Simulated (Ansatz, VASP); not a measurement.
**TiCo3: VASP beside Ansatz**

The input INCAR:

```
SYSTEM = TiCo3
ALGO = Fast
EDIFF = 1E-7
ENCUT = 520
ISIF = 2
ISMEAR = -1
LASPH = .True.
LCHARG = .False.
LREAL = .False.
LWAVE = .False.
NBANDS = 28
NELM = 80
PREC = Accurate
SIGMA = 0.15
```

The input KPOINTS:

```
k-points
0
Gamma
  12 12 12
  0 0 0
```

POSCAR

```
TiCo3
1.0
    3.5173625410      0.0000000000      0.0000000000
    0.0000000000      3.5173625410      0.0000000000
    0.0000000000      0.0000000000      3.5173625410
Ti Co
1 3
Direct
    0.0000000000      0.0000000000      0.0000000000
    0.0000000000      0.5000000000      0.5000000000
    0.5000000000      0.0000000000      0.5000000000
    0.5000000000      0.5000000000      0.0000000000
```

Input for Ansatz:

```yaml
crystal:
  lattice:
    - [3.517362541, 0.0, 0.0]
    - [0.0, 3.517362541, 0.0]
    - [0.0, 0.0, 3.517362541]
  atoms:
    - { symbol: Ti, position: [0.0, 0.0, 0.0] }
    - { symbol: Co, position: [0.0, 0.5, 0.5] }
    - { symbol: Co, position: [0.5, 0.0, 0.5] }
    - { symbol: Co, position: [0.5, 0.5, 0.0] }
basis:
  ecutwfc: 420
kpoints:
  mp_grid: { grid: [12, 12, 12] }
hamiltonian:
  xc: lda
scf:
  occupations: { method: fermi_dirac, width: 0.15 }
output:
  forces: true
  stress: true
  eigenvalues: true
```

Alike in both runs: task single point; functional LDA; k mesh 12 × 12 × 12; occupations fermi-dirac, width 0.15 eV; no spin polarisation.

|  | VASP | Ansatz |
| --- | --- | --- |
| version | VASP 6.6.1 | Ansatz 0.2.0 |
| potentials or method | VASP PAW LDA potentials, release 64 (Ti_sv, Co), cutoff 520 eV | scalar-relativistic, plane waves, PAW |
| valence electrons in the cell | 39 | 63 |

```tsv
	VASP	Ansatz	Ansatz less VASP
gap on the k mesh at the Fermi level (eV)	none	none	-
pressure (GPa)	-5.2	-4.9	+0.32
```

LDA's correlation is that of Perdew and Zunger in VASP and of Perdew and Wang (1992) in Ansatz. A gap of «none» marks a metal or a gap that the smearing closes. VASP's potentials hold 39 valence electrons a cell and Ansatz's 63, so a difference there can come from the potentials and not from the codes.
